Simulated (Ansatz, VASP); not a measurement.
## One calculation of Tl, two programs

```
Tl
1.0
     3.45600    0.00000    0.00000
    -1.72800    2.99298    0.00000
     0.00000    0.00000    5.52500
Tl
2
Direct
  0.33333 0.66667 0.31787
  0.66667 0.33333 0.75000
```

Alike in both runs: task single point; functional PBEsol; k mesh 12 × 12 × 8; occupations gaussian, width 0.1 eV; no spin polarisation.

```csv
,VASP,Ansatz
version,VASP 6.6.1,Ansatz 0.2.0
potentials or method,"VASP PAW PBE potentials, release 64 (Tl_d), cutoff 500 eV","scalar-relativistic, plane waves, PAW"
valence electrons in the cell,26,26
```

|  | VASP | Ansatz | Ansatz less VASP |
| --- | --- | --- | --- |
| gap on the k mesh at the Fermi level (eV) | none | none | - |
| pressure (GPa) | 2.0 | 2.1 | +0.06 |
| traceless stress, the component that is largest in VASP (GPa) | 0.39 | 0.39 | -0.003 |
| rms of the force components (eV/Å) | 0.637 | 0.636 | -0.0013 |

VASP's potentials were made for PBE, not for PBEsol. Atom by atom the forces differ by 0.001 eV/Å (rms over components). A gap of «none» marks a metal or a gap that the smearing closes.

Spin-orbit coupling is off throughout.
